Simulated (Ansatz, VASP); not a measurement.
**Two plane-wave programs on Cr**

Contents of INCAR:

```
PREC = Accurate ; ENCUT = 500
EDIFF = 1E-6 ; ISMEAR = -1
SIGMA = 0.1 ; LREAL = F
LASPH = T ; NELM = 120
ALGO = Normal ; ISIF = 2
LWAVE = F ; LCHARG = F
GGA = B5 ; ALDAX = 1.0
AGGAX = 1.0 ; AGGAC = 1.0
ALDAC = 0.0 ; NBANDS = 12
GGA_COMPAT = F
```

KPOINTS

```
regular mesh
0
Gamma
  17 17 17
```

The input POSCAR:

```
Cr
1.0
    0.0000000000      1.9019364486      1.9019364486
    1.9019364486      0.0000000000      1.9019364486
    1.9019364486      1.9019364486      0.0000000000
Cr
1
Direct
    0.0000000000      0.0000000000      0.0000000000
```

Input for Ansatz:

```yaml
crystal:
  lattice:
    - [0.0, 1.9019364486, 1.9019364486]
    - [1.9019364486, 0.0, 1.9019364486]
    - [1.9019364486, 1.9019364486, 0.0]
  atoms:
    - { symbol: Cr, position: [0.0, 0.0, 0.0] }
hamiltonian:
  xc: blyp
  pseudopotentials:
    kind: paw
    azcp:
      Cr: "pseudopotentials/Cr.paw.azcp"
basis:
  ecutwfc: 420
  fft_grid_basis: typed
kpoints:
  mp_grid: { grid: [17, 17, 17], shift: [0, 0, 0] }
magnetization:
  spin_polarized: false
scf:
  occupations: { method: fermi_dirac, width: 0.1 }
  lower_state_search: "off"
output:
  stress: true
```

Alike in both runs: task single point; functional BLYP; k mesh 17 × 17 × 17; occupations fermi-dirac, width 0.1 eV; no spin polarisation.

|  | VASP | Ansatz |
| --- | --- | --- |
| version | VASP 6.6.1 | Ansatz 0.2.0 |
| potentials or method | VASP PAW PBE potentials, release 64 (Cr_pv), cutoff 500 eV | plane waves (420 eV) with PAW, scalar-relativistic |
| valence electrons in the cell | 12 | 14 |

VASP gave:

* pressure (GPa): -19.2

Task: What did Ansatz give for the same quantities?

Result: Pressure (GPa): -19.1.

VASP's potentials were made for PBE, not for BLYP. The functional is the same, so the differences come from potentials, cutoffs and numerics. VASP's potentials hold 12 valence electrons a cell and Ansatz's 14, so a difference there can come from the potentials and not from the codes.
